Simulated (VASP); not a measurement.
Set up this calculation in VASP 6.6.1, as the native input.

| Quantity | Value |
| --- | --- |
| Task | single point |
| Functional | r2SCAN |
| Potentials or basis | VASP PAW PBE potentials, release 64 (K_sv, Br) |
| Cutoff | 520 eV |
| k mesh | 6 × 6 × 6 |
| Occupations | fermi-dirac, width 0.02 eV |
| Spin | no spin polarisation |
| Dipole correction | no |
| Further INCAR settings | ALGO = Normal; EDIFF = 1e-07; NBANDS = 15 |

KBr:

```
CELL_PARAMETERS angstrom
3.97632 0.00000 0.00000
0.00000 3.97632 0.00000
0.00000 0.00000 3.97632
ATOMIC_POSITIONS crystal
K 0.00000 0.00000 0.00000
Br 0.50000 0.50000 0.50000
```

These files were run (other wordings do the same):

POSCAR

```
KBr
1.0
    3.9763218224      0.0000000000      0.0000000000
    0.0000000000      3.9763218224      0.0000000000
    0.0000000000      0.0000000000      3.9763218224
K Br
1 1
Direct
    0.0000000000      0.0000000000      0.0000000000
    0.5000000000      0.5000000000      0.5000000000
```

INCAR.step1

```
PREC     = Accurate       # precision mode
ENCUT    = 520            # plane-wave cutoff, eV
ISMEAR   = -1             # smearing method
SIGMA    = 0.02           # smearing width, eV
LREAL    = False          # projectors in reciprocal space
LASPH    = True           # aspherical terms in the spheres
NELM     = 60             # most SCF steps
NBANDS   = 15             # bands
GGA      = PE             # functional
ALGO     = Normal         # electronic algorithm
EDIFF    = 1E-4           # SCF threshold, eV
LWAVE    = True           # write WAVECAR
LCHARG   = False          # write CHGCAR
```

INCAR.step2

```
PREC     = Accurate       # precision mode
ENCUT    = 520            # plane-wave cutoff, eV
EDIFF    = 1E-7           # SCF threshold, eV
ISMEAR   = -1             # smearing method
SIGMA    = 0.02           # smearing width, eV
LREAL    = False          # projectors in reciprocal space
LASPH    = True           # aspherical terms in the spheres
NELM     = 60             # most SCF steps
ALGO     = Normal         # electronic algorithm
ISIF     = 2              # what is computed and relaxed
LWAVE    = False          # write WAVECAR
LCHARG   = True           # write CHGCAR
METAGGA  = R2SCAN         # meta-GGA
LMIXTAU  = True         
LELF     = True           # ELF
LVHAR    = True         
NBANDS   = 15             # bands
ISTART   = 1
```

KPOINTS

```
Automatic mesh
0
Gamma
  6 6 6
```

Potentials or basis: VASP PAW PBE potentials, release 64 (K_sv, Br).

Run with:

```console
$ cat potpaw_PBE.64/K_sv/POTCAR potpaw_PBE.64/Br/POTCAR > POTCAR
$ cp INCAR.step1 INCAR
$ mpirun -np 1 vasp_std > vasp.out
$ cp INCAR.step2 INCAR
$ mpirun -np 1 vasp_std > vasp.out
```

It gave:

```json
{
 "Pressure": "0.0 GPa",
 "Band gap on the k mesh": "4.77 eV, indirect (least direct gap 5.05 eV)"
}
```

Caveat: the PAW data sets were made with another functional, which shifts forces and pressure a little.

It took 64 s on 1 thread of Intel(R) Xeon(R) Platinum 8488C (Sapphire Rapids) (shared host), peak memory 0.17 GiB.
